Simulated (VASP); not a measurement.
Input of a VASP 6.6.1 run:

File INCAR:

```
GGA = PE
ISMEAR = -1
SIGMA = 0.02
LWAVE = False
LCHARG = False
NBANDS = 28
PREC = Accurate
LASPH = True
LREAL = False
ALGO = Normal
EDIFF = 1E-6
NELM = 120
GGA_COMPAT = False
ENCUT = 500
LMAXMIX = 4
```

The input KPOINTS:

```
Automatic mesh
0
Gamma
  27 27 27
  0 0 0
```

Contents of KPOINTS_OPT:

```
path GXWKGLUWLK,UX
12
line-mode
reciprocal
 0.0000000000  0.0000000000  0.0000000000  G
 0.5000000000  0.0000000000  0.5000000000  X

 0.5000000000  0.0000000000  0.5000000000  X
 0.5000000000  0.2500000000  0.7500000000  W

 0.5000000000  0.2500000000  0.7500000000  W
 0.3750000000  0.3750000000  0.7500000000  K

 0.3750000000  0.3750000000  0.7500000000  K
 0.0000000000  0.0000000000  0.0000000000  G

 0.0000000000  0.0000000000  0.0000000000  G
 0.5000000000  0.5000000000  0.5000000000  L

 0.5000000000  0.5000000000  0.5000000000  L
 0.6250000000  0.2500000000  0.6250000000  U

 0.6250000000  0.2500000000  0.6250000000  U
 0.5000000000  0.2500000000  0.7500000000  W

 0.5000000000  0.2500000000  0.7500000000  W
 0.5000000000  0.5000000000  0.5000000000  L

 0.5000000000  0.5000000000  0.5000000000  L
 0.3750000000  0.3750000000  0.7500000000  K

 0.6250000000  0.2500000000  0.6250000000  U
 0.5000000000  0.0000000000  0.5000000000  X
```

The input POSCAR:

```
Re
1.0
    0.0000000000      1.9750000000      1.9750000000
    1.9750000000      0.0000000000      1.9750000000
    1.9750000000      1.9750000000      0.0000000000
Re
1
Direct
    0.0000000000      0.0000000000      0.0000000000
```

Potentials or basis: VASP PAW PBE potentials, release 64 (Re).

The run is started by

```bash
$ cat potpaw_PBE.64/Re/POTCAR > POTCAR
$ mpirun -np 1 vasp_std > vasp.out
```

Task: Predict the pressure.

Result: -9.8 GPa.

Task: Estimate the band gap along the path.

Result: Zero within the smearing.

Levels at the corners of the path, in eV from the Fermi level:
```tsv
point	band 1	band 2	band 3	band 4	band 5	band 6	band 7
Γ	-9.81	-1.80	-1.80	-1.80	1.17	1.17	13.86
X	-6.44	-5.60	2.61	3.49	4.23	4.23	11.90
X	-6.44	-5.60	2.61	3.49	4.23	4.23	11.90
W	-4.70	-3.07	-3.07	0.19	4.24	9.61	10.23
W	-4.70	-3.07	-3.07	0.19	4.24	9.61	10.23
K	-5.35	-4.31	-1.09	1.36	3.21	7.35	9.43
K	-5.35	-4.31	-1.09	1.36	3.21	7.35	9.43
Γ	-9.81	-1.80	-1.80	-1.80	1.17	1.17	13.86
Γ	-9.81	-1.80	-1.80	-1.80	1.17	1.17	13.86
L	-6.55	-1.99	-1.99	0.14	3.54	3.54	9.30
L	-6.55	-1.99	-1.99	0.14	3.54	3.54	9.30
U	-5.35	-4.31	-1.09	1.36	3.21	7.35	9.43
U	-5.35	-4.31	-1.09	1.36	3.21	7.35	9.43
W	-4.70	-3.07	-3.07	0.19	4.24	9.61	10.23
W	-4.70	-3.07	-3.07	0.19	4.24	9.61	10.23
L	-6.55	-1.99	-1.99	0.14	3.54	3.54	9.30
L	-6.55	-1.99	-1.99	0.14	3.54	3.54	9.30
K	-5.35	-4.31	-1.09	1.36	3.21	7.35	9.43
U	-5.35	-4.31	-1.09	1.36	3.21	7.35	9.43
X	-6.44	-5.60	2.61	3.49	4.23	4.23	11.90
```

Caveat: the cell stands under tension; spin-orbit coupling is left out, which moves the levels of the heavy elements.
